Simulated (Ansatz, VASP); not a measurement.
## Two plane-wave programs on MoS2

INCAR

```
  PREC = Accurate
  ENCUT = 600
  EDIFF = 1E-6
  ISMEAR = -1
  SIGMA = 0.05
  LREAL = F
  LASPH = T
  NELM = 80
  ALGO = Normal
  ISIF = 3
  LWAVE = F
  LCHARG = F
  GGA = PS
  IBRION = 2
  NSW = 60
  EDIFFG = -0.01
```

KPOINTS

```
regular mesh
0
Gamma
  10 10 10
```

The input POSCAR:

```
MoS2
1.0
    1.5800000000      0.9122134253      6.1500000000
   -1.5800000000      0.9122134253      6.1500000000
    0.0000000000     -1.8244268506      6.1500000000
Mo S
1 2
Direct
    0.0000000000      0.0000000000      0.0000000000
    0.4170000000      0.4170000000      0.4170000000
    0.2500000000      0.2500000000      0.2500000000
```

The input input.yaml:

```yaml
crystal:
  lattice:
    - [1.58, 0.9122134253, 6.15]
    - [-1.58, 0.9122134253, 6.15]
    - [0.0, -1.8244268506, 6.15]
  atoms:
    - { symbol: Mo, position: [0.0, 0.0, 0.0] }
    - { symbol: S, position: [0.417, 0.417, 0.417] }
    - { symbol: S, position: [0.25, 0.25, 0.25] }
hamiltonian:
  xc: pbesol
  pseudopotentials: { kind: paw }
kpoints:
  mp_grid: { grid: [10, 10, 10] }
scf:
  occupations: { method: fermi_dirac, width: 0.05 }
output:
  forces: true
  stress: true
  eigenvalues: true
relax:
  f_tol: 0.01
  max_steps: 40
  cell: { stress_tol: 0.05 }
```

Alike in both runs: task relaxation of cell and atoms; functional PBEsol; k mesh 10 × 10 × 10; occupations fermi-dirac, width 0.05 eV; no spin polarisation.

|  | VASP | Ansatz |
| --- | --- | --- |
| version | VASP 6.6.1 | Ansatz 0.2.0 |
| potentials or method | VASP PAW PBE potentials, release 64 (Mo_sv, S) | Ansatz PAW |
| plane-wave cutoff (eV) | 600 | 420 |
| valence electrons in the cell | 26 | 26 |

```tsv
	VASP	Ansatz	Ansatz less VASP
gap on the k mesh at the Fermi level, each at its own relaxed structure (eV)	1.03	1.02	-0.008
relaxed volume (Å³/atom)	17.87	17.91	+0.037
relaxed cell length with the largest relative difference (Å)	6.528	6.536	+0.0088
```

VASP's potentials were made for PBE, not for PBEsol.

Noted on Ansatz's run: the plane-wave basis is chosen anew once the cell has moved, so the energies of steps on either side of that aren't comparable.
